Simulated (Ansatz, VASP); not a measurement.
Two plane-wave programs on Ge4IrW

INCAR

```
SYSTEM = Ge4IrW
ALGO = Normal
EDIFF = 1E-6
ENCUT = 520
GGA = PE
ISIF = 2
ISMEAR = 0
LASPH = .True.
LCHARG = .False.
LREAL = .False.
LWAVE = .False.
NBANDS = 48
NELM = 80
PREC = Accurate
SIGMA = 0.1
```

File KPOINTS:

```
k-points
0
Gamma
  12 12 6
  0 0 0
```

POSCAR

```
Ge4IrW
1.0
    3.9022962450      0.0000000000      0.0000000000
   -1.9511481225      3.3794876813      0.0000000000
    0.0000000000      0.0000000000      8.2763623783
Ge Ir W
4 1 1
Direct
    0.0000000000      0.0000000000      0.6635326029
    0.6666666667      0.3333333333      0.8423931000
    0.6666666667      0.3333333333      0.1576069000
    0.0000000000      0.0000000000      0.3364673971
    0.0000000000      0.0000000000      0.0000000000
    0.6666666667      0.3333333333      0.5000000000
```

Input for Ansatz:

```yaml
crystal:
  lattice:
    - [3.902296245, 0.0, 0.0]
    - [-1.9511481225, 3.3794876813, 0.0]
    - [0.0, 0.0, 8.2763623783]
  atoms:
    - { symbol: Ge, position: [0.0, 0.0, 0.6635326029] }
    - { symbol: Ge, position: [0.6666666667, 0.3333333333, 0.8423931] }
    - { symbol: Ge, position: [0.6666666667, 0.3333333333, 0.1576069] }
    - { symbol: Ge, position: [0.0, 0.0, 0.3364673971] }
    - { symbol: Ir, position: [0.0, 0.0, 0.0] }
    - { symbol: W, position: [0.6666666667, 0.3333333333, 0.5] }
basis:
  ecutwfc: 420
kpoints:
  mp_grid: { grid: [12, 12, 6] }
  band_path:
    path:
      - [[0.0, 0.0, 0.0], [0.5, 0.0, 0.0], [0.33333333, 0.33333333, 0.0], [0.0, 0.0, 0.0], [0.0, 0.0, 0.5], [0.5, 0.0, 0.5], [0.33333333, 0.33333333, 0.5], [0.0, 0.0, 0.5]]
      - [[0.5, 0.0, 0.5], [0.5, 0.0, 0.0]]
      - [[0.33333333, 0.33333333, 0.5], [0.33333333, 0.33333333, 0.0]]
    npoints: 14
hamiltonian:
  xc: pbe
scf:
  occupations: { method: gaussian, width: 0.1 }
  n_extra_bands: 15
output:
  forces: true
  stress: true
  eigenvalues: true
  populations: true
  dos: { projected: true, de: 0.02, nscf_kmesh: { grid: [15, 15, 8] } }
  bader: true
  write_density: true
  write_potential: true
  elf: true
  volumetric_format: npy
```

Alike in both runs: task single point; functional PBE; k mesh 12 × 12 × 6; occupations gaussian, width 0.1 eV; no spin polarisation.

```csv
,VASP,Ansatz
version,VASP 6.6.1,Ansatz 0.2.0
potentials or method,"VASP PAW PBE potentials, release 64 (Ge_d, Ir, W_sv), cutoff 520 eV","scalar-relativistic, plane waves, PAW"
valence electrons in the cell,79,87
```

VASP gave:

- gap on the k mesh at the Fermi level (eV): none
- pressure (GPa): 0.1

Which values does Ansatz return?

gap on the k mesh at the Fermi level (eV): none; pressure (GPa): 0.0.

A gap of «none» marks a metal or a gap that the smearing closes. The functional is the same, so the differences come from potentials, cutoffs and numerics. VASP's potentials hold 79 valence electrons a cell and Ansatz's 87, so a difference there can come from the potentials and not from the codes.

Spin-orbit coupling is off throughout.
